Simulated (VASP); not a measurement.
The system is ScPbBr5.

```
CELL_PARAMETERS angstrom
5.10830 0.00000 0.00000
0.00000 5.10830 0.00000
0.00000 0.00000 9.04384
ATOMIC_POSITIONS crystal
Sc 0.50000 0.50000 0.00000
Pb 0.00000 0.00000 0.50000
Br 0.00000 0.50000 0.29635
Br 0.00000 0.50000 0.70365
Br 0.50000 0.00000 0.29635
Br 0.50000 0.00000 0.70365
Br 0.00000 0.00000 0.00000
```

* Program: VASP 6.6.1
* Task: relaxation of cell and atoms
* Functional: PBEsol
* Potentials or basis: VASP PAW PBE potentials, release 64 (Sc_sv, Pb_d, Br)
* Cutoff: 600 eV
* k mesh: 4 × 4 × 2
* Occupations: fermi-dirac, width 0.03 eV
* Spin: no spin polarisation

At the start: pressure -5.2 GPa; volume 33.71 Å³/atom.

Question: How do energy, volume and symmetry change on relaxing?

Answer: Over 11 steps the energy falls by 276.2 meV/atom and the volume is 26.65 Å³/atom (-21.0 %); space group P4/mmm (No. 123, to 0.1 Å) before and after.

The path:
```
step  energy change (eV)  largest force (eV/Å)  pressure (GPa)  volume (Å³)
   1              0.0000                0.6746           -5.23       236.00
   2             -0.9804                1.0931           -1.32       200.32
   3             -1.0673                1.2452            0.99       189.40
   4             -1.4336                0.9842            1.15       185.98
   5             -1.8116                0.0127            3.51       175.13
   6             -1.8326                0.2395            2.84       177.21
   7             -1.8814                0.0232           -1.88       195.10
   8             -1.9289                0.1002           -0.15       187.34
   9             -1.9289                0.1023           -0.10       187.13
  10             -1.9317                0.0632           -0.04       186.89
  11             -1.9333                0.0069            0.05       186.54
```

Final structure:
```
Sc Pb Br
1.0
     4.97776    0.00000    0.00000
     0.00000    4.97776    0.00000
     0.00000    0.00000    7.52847
Sc Pb Br
1 1 5
Cartesian
  2.4889 2.4889 0.0000
  0.0000 0.0000 3.7642
  0.0000 2.4889 1.9198
  0.0000 2.4889 5.6087
  2.4889 0.0000 1.9198
  2.4889 0.0000 5.6087
  0.0000 0.0000 0.0000
```

Caveat: the volume moved by over 15 % at a fixed basis, so the end points are rough; the PAW data sets were made with another functional, which shifts forces and pressure a little.
